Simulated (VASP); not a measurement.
A run of VASP 6.6.1 is set up as follows.

Contents of INCAR:

```
PREC = Accurate
ENCUT = 500
EDIFF = 1E-6
ISMEAR = 0
SIGMA = 0.1
LREAL = F
LASPH = T
NELM = 120
ALGO = Normal
ISIF = 2
LWAVE = F
LCHARG = T
LELF = T
LVHAR = T
NBANDS = 26
GGA_COMPAT = F
```

File KPOINTS:

```
regular mesh
0
Gamma
  6 6 2
```

POSCAR

```
Si
1.0
    3.7948000000      0.0000000000      0.0000000000
   -1.8974000000      3.2863932023      0.0000000000
    0.0000000000      0.0000000000     12.7099000000
Si
8
Direct
    0.0000000000      0.0000000000      0.4062000000
    0.0000000000      0.0000000000      0.9062000000
    0.0000000000      0.0000000000      0.0938000000
    0.0000000000      0.0000000000      0.5938000000
    0.3333333333      0.6666666667      0.3437000000
    0.6666666667      0.3333333333      0.8437000000
    0.3333333333      0.6666666667      0.1563000000
    0.6666666667      0.3333333333      0.6563000000
```

Potentials or basis: VASP PAW LDA potentials, release 64 (Si).

Launch:

```sh
$ cat potpaw_LDA.64/Si/POTCAR > POTCAR
$ mpirun -np 1 vasp_std > vasp.out
```

Question: Predict the largest force.

Answer: 0.311 eV/Å.

Question: What does it give for the pressure?

Answer: -0.5 GPa.

Question: What does it give for the band gap on the k mesh?

Answer: 0.50 eV (least direct gap 1.40 eV).

Stress tensor (GPa, compression positive):
```
 0.99  0.00  0.00
 0.00  0.99  0.00
 0.00  0.00 -3.47
```

Caveat: semilocal functionals underestimate gaps, and a narrow one can read as zero. A k mesh can miss the band edges.
